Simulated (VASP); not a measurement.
Wanted: the native input for a VASP 6.6.1 run.

```
Task                   : single point
Functional             : PBEsol
Potentials or basis    : VASP PAW PBE potentials, release 64 (Ir)
Cutoff                 : 520 eV
k mesh                 : 3 × 12 × 4
Occupations            : methfessel-paxton, width 0.05 eV
Spin                   : no spin polarisation
Dipole correction      : no
Further INCAR settings : ALGO = Normal; EDIFF = 1e-07; NBANDS = 16
```

The structure of Ir lies in POSCAR:

```
Ir
1.0
   12.2384552500      0.0000000000      0.0000000000
    0.0000000000      2.2334312600      0.0000000000
    0.0000000000      0.0000000000      7.1930008000
Ir
2
Direct
    0.2500000000      0.0000000000      0.1639884000
    0.7500000000      0.0000000000      0.8360116000
```

One way to write it, as run:

INCAR

```
PREC     = Accurate       # precision mode
ENCUT    = 520            # plane-wave cutoff, eV
EDIFF    = 1E-7           # SCF threshold, eV
ISMEAR   = 1              # smearing method
SIGMA    = 0.05           # smearing width, eV
LREAL    = False          # projectors in reciprocal space
LASPH    = True           # aspherical terms in the spheres
NELM     = 80             # most SCF steps
ALGO     = Normal         # electronic algorithm
ISIF     = 2              # what is computed and relaxed
LWAVE    = False          # write WAVECAR
LCHARG   = False          # write CHGCAR
GGA      = PS             # functional
NBANDS   = 16             # bands
```

KPOINTS

```
regular mesh
0
Gamma
  3 12 4
```

Potentials or basis: VASP PAW PBE potentials, release 64 (Ir).

Run with:

```sh
$ cat potpaw_PBE.64/Ir/POTCAR > POTCAR
$ mpirun -np 1 vasp_std > vasp.out
```

Results of the run:

```json
{"Pressure": "0.3 GPa", "Band gap on the k mesh": "zero (bands 9 and 10 overlap by 3.32 eV)"}
```

Caveat: the PAW data sets were made with another functional, which shifts forces and pressure a little; spin-orbit coupling is left out, which moves the levels of the heavy elements.

Run time: 100 s on 1 thread of Intel Xeon 8259CL, with other jobs on the host, peak memory 0.35 GiB.
